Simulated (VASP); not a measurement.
Crystal: V.

```
CELL_PARAMETERS angstrom
-1.53019 1.53019 1.53019
1.53019 -1.53019 1.53019
1.53019 1.53019 -1.53019
ATOMIC_POSITIONS crystal
V 0.00000 0.00000 0.00000
```

* Program: VASP 6.6.1
* Task: relaxation of cell and atoms
* Functional: PBE
* Potentials or basis: VASP PAW PBE potentials, release 64 (V_sv)
* Cutoff: 500 eV
* k mesh: 10 × 10 × 10
* Occupations: gaussian, width 0.1 eV
* Spin: no spin polarisation

At the start: pressure -9.5 GPa; volume 14.33 Å³/atom.

Question: Where does the relaxation end?

Answer: Over 3 steps the energy falls by 24.5 meV/atom and the volume is 13.56 Å³/atom (-5.4 %); space group Im-3m (No. 229, to 0.05 Å).

Step by step:
| step | energy change (eV) | largest force (eV/Å) | pressure (GPa) | volume (Å³) |
| --- | --- | --- | --- | --- |
| 1 | 0.0000 | 0.0000 | -9.54 | 14.33 |
| 2 | 0.0153 | 0.0000 | 14.73 | 12.63 |
| 3 | -0.0245 | 0.0000 | -0.16 | 13.56 |

Final structure:
```xyz
1
Lattice="-1.5021 1.5021 1.5021 1.5021 -1.5021 1.5021 1.5021 1.5021 -1.5021" Properties=species:S:1:pos:R:3 pbc="T T T"
V     0.0000    0.0000    0.0000
```
